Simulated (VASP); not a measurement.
A run of VASP 6.6.1:

The input INCAR:

```
ALGO = Normal ; EDIFF = 1E-7
EDIFFG = -0.002 ; ENCUT = 600
GGA = PE ; GGA_COMPAT = F
IBRION = 2 ; ISIF = 3
ISMEAR = 0 ; LASPH = T
LCHARG = F ; LREAL = F
LWAVE = F ; NELM = 120
NELMIN = 4 ; NSW = 100
PREC = Accurate ; SIGMA = 0.02
```

File KPOINTS:

```
k-points
0
Gamma
  10 10 10
```

POSCAR

```
SiC
1.0
    0.0000000000      2.1906727624      2.1906727624
    2.1906727624      0.0000000000      2.1906727624
    2.1906727624      2.1906727624      0.0000000000
C Si
1 1
Direct
    0.7500000000      0.7500000000      0.7500000000
    0.5000000000      0.5000000000      0.5000000000
```

Potentials or basis: VASP PAW PBE potentials, release 64 (C, Si).

Launch:

```console
$ cat potpaw_PBE.64/C/POTCAR potpaw_PBE.64/Si/POTCAR > POTCAR
$ mpirun -np 1 vasp_std > vasp.out
```

Hardware: 1 thread of Intel(R) Xeon(R) Platinum 8375C CPU @ 2.90GHz (Ice Lake), on a shared host.

Estimate the wall time of this run.

Run time: 27 s on 1 thread of Intel(R) Xeon(R) Platinum 8375C CPU @ 2.90GHz (Ice Lake), with other jobs on the host, peak memory 0.15 GiB. Counts: scf iterations 26, k points 47, ion steps 3.
